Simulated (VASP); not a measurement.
## SnO: single point with PBEsol

SnO:

```xyz
4
Lattice="3.8731 0.0000 0.0000 0.0000 3.7309 0.0000 0.0000 0.0000 4.8360" Properties=species:S:1:pos:R:3 pbc="T T T"
Sn    0.0000    1.8655    1.1534
Sn    1.9365    0.0000    3.6826
O     0.0000    0.0000    0.0000
O     1.9365    1.8655    0.0000
```

This cell differs from its parent crystal: strain +0.0187 x Voigt [1, -1, 0, 0, 0, 0].

```yaml
Program: VASP 6.6.1
Task: single point
Functional: PBEsol
Potentials_or_basis: VASP PAW PBE potentials, release 64 (Sn_d, O)
Cutoff: 520 eV
k_mesh: 12 × 12 × 10
Occupations: gaussian, width 0.15 eV
Spin: no spin polarisation
```

- Pressure: 0.3 GPa
- Largest force: 0.256 eV/Å
- Band gap on the k mesh: zero (bands 20 and 21 overlap by 0.01 eV)

Forces in eV/Å, atoms in the order of the input:
```
Sn   0.000  0.000  0.178
Sn   0.000  0.000 -0.178
O    0.000  0.000 -0.256
O    0.000  0.000  0.256
```

Stress tensor (GPa, compression positive):
```
-0.83  0.00  0.00
 0.00  1.80  0.00
 0.00  0.00  0.06
```

Levels at points of the mesh, in eV from the Fermi level:
```
           k point  band 18  band 19  band 20  band 21  band 22  band 23
(0.00, 0.00, 0.00)    -3.41    -3.20    -0.11     1.95     4.17     4.25
(0.50, 0.00, 0.00)    -5.01    -2.89    -2.89     3.01     3.01     5.71
(0.00, 0.50, 0.00)    -5.01    -2.81    -2.81     3.07     3.07     5.53
(0.50, 0.50, 0.00)    -2.65    -2.00    -2.00    -0.10    -0.10     4.25
(0.00, 0.00, 0.50)    -3.21    -3.19    -2.36     1.49     2.44     3.16
(0.50, 0.00, 0.50)    -4.97    -1.85    -1.85     2.34     2.34     5.54
(0.00, 0.50, 0.50)    -4.97    -1.88    -1.88     2.52     2.52     5.04
(0.50, 0.50, 0.50)    -2.82    -2.64    -2.64     2.19     2.19     3.87
```

Run time: 10 min on 1 thread of Oxide Virtual Turin-like Processor, with other jobs on the host, peak memory 0.49 GiB.

Caveat: the cell differs from its parent crystal (strain +0.0187 x Voigt [1, -1, 0, 0, 0, 0]); semilocal functionals underestimate gaps, and a narrow one can read as zero; the PAW data sets were made with another functional, which shifts forces and pressure a little; spin-orbit coupling is left out, which moves the levels of the heavy elements.
